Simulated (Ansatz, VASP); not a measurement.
# One calculation of EuS, two programs

```
CELL_PARAMETERS angstrom
0.00000 2.97850 2.97850
2.97850 0.00000 2.97850
2.97850 2.97850 0.00000
ATOMIC_POSITIONS crystal
Eu 0.00000 0.00000 0.00000
S 0.50000 0.50000 0.50000
```

Alike in both runs: task single point; functional PBEsol; k mesh 7 × 7 × 7; collinear spin.

|  | VASP | Ansatz |
| --- | --- | --- |
| version | VASP 6.6.1 | Ansatz 0.2.0 |
| potentials or method | VASP PAW PBE potentials, release 64 (Eu, S) | plane waves, PAW |
| plane-wave cutoff (eV) | 600 | 420 |
| occupations | fermi-dirac, width 0.1 eV | fermi-dirac |
| valence electrons in the cell | 23 | 23 |

|  | VASP | Ansatz | Ansatz less VASP |
| --- | --- | --- | --- |
| pressure (GPa) | -5.8 | -5.6 | +0.24 |
| net moment per atom (μB) | 3.48 | 3.48 | +0.002 |
| size of the moment on the site where the two differ most (μB) | 6.58 | 6.73 | +0.158 |

VASP's potentials were made for PBE, not for PBEsol. Site moments also hang on the region over which each program counts them.

Neither program's run includes spin-orbit coupling.
